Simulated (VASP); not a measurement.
Au:

```
Au
1.0
     2.60606    0.00000    0.00000
    -1.30303    2.25691    0.00000
     0.00000    0.00000    8.56848
Au
4
Direct
  0.00000 0.00000 0.00000
  0.00000 0.00000 0.50000
  0.33333 0.66667 0.25000
  0.66667 0.33333 0.75000
```

This cell differs from its parent crystal: volume scaled by 0.7.

Base run:

| Quantity | Value |
| --- | --- |
| Program | VASP 6.6.1 |
| Functional | PBE |
| Potentials or basis | VASP PAW PBE potentials, release 64 (Au) |
| Cutoff | 520 eV |
| k mesh | 12 × 12 × 4 |
| Occupations | fermi-dirac, width 0.1 eV |
| Spin | no spin polarisation |

Its results: band gap on the k mesh zero (band 22 reaches 19.15 eV, above the bottom of band 23 at 12.67 eV); pressure 136.9 GPa.

**Question.** The run is repeated on the same cell with these changes: functional from PBE to RPBE; further incar settings from ALGO = Normal; EDIFF = 1e-06; NBANDS = 30 to ALGO = Normal; EDIFF = 1e-07; NBANDS = 30. What comes out?

**Answer.** Band gap on the k mesh zero (band 22 reaches 19.25 eV, above the bottom of band 23 at 12.74 eV); pressure 142.3 GPa.

Caveats: spin-orbit coupling is left out, which moves the levels of the heavy elements; the PAW data sets were made with another functional, which shifts forces and pressure a little (some runs).
